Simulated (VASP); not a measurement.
Here is a VASP 6.6.1 calculation.

Contents of INCAR:

```
SYSTEM = SrO
PREC     = Accurate       ! precision mode
ENCUT    = 600            ! plane-wave cutoff, eV
EDIFF    = 1E-7           ! SCF threshold, eV
ISMEAR   = 0              ! smearing method
SIGMA    = 0.02           ! smearing width, eV
LREAL    = .False.        ! projectors in reciprocal space
LASPH    = .True.         ! aspherical terms in the spheres
NELM     = 80             ! most SCF steps
ALGO     = Normal         ! electronic algorithm
ISIF     = 3              ! what is computed and relaxed
LWAVE    = .False.        ! write WAVECAR
LCHARG   = .False.        ! write CHGCAR
GGA      = CA             ! functional
IBRION   = 2              ! ionic algorithm
NSW      = 100            ! ionic steps
EDIFFG   = -0.002         ! ionic threshold
```

KPOINTS

```
regular mesh
0
Gamma
  6 6 6
  0 0 0
```

Contents of POSCAR:

```
SrO
1.0
    0.0000000000      2.5806600000      2.5806600000
    2.5806600000      0.0000000000      2.5806600000
    2.5806600000      2.5806600000      0.0000000000
Sr O
1 1
Direct
    0.0000000000      0.0000000000      0.0000000000
    0.5000000000      0.5000000000      0.5000000000
```

Potentials or basis: VASP PAW LDA potentials, release 64 (Sr_sv, O).

Launch:

```sh
$ cat potpaw_LDA.64/Sr_sv/POTCAR potpaw_LDA.64/O/POTCAR > POTCAR
$ mpirun -np 1 vasp_std > vasp.out
```

**Question.** Estimate the relaxed volume.

**Answer.** 16.34 Å³/atom.

**Question.** What does it give for the space group after relaxing (to 0.05 Å)?

**Answer.** Fm-3m (No. 225).

Final structure:
```xyz
2
Lattice="0.0000 2.5377 2.5377 2.5377 0.0000 2.5377 2.5377 2.5377 0.0000" Properties=species:S:1:pos:R:3 pbc="T T T"
Sr    0.0000    0.0000    0.0000
O     2.5377    2.5377    2.5377
```

LDA usually gives volumes a few per cent too small. Zero-point motion and thermal expansion aren't in these numbers.
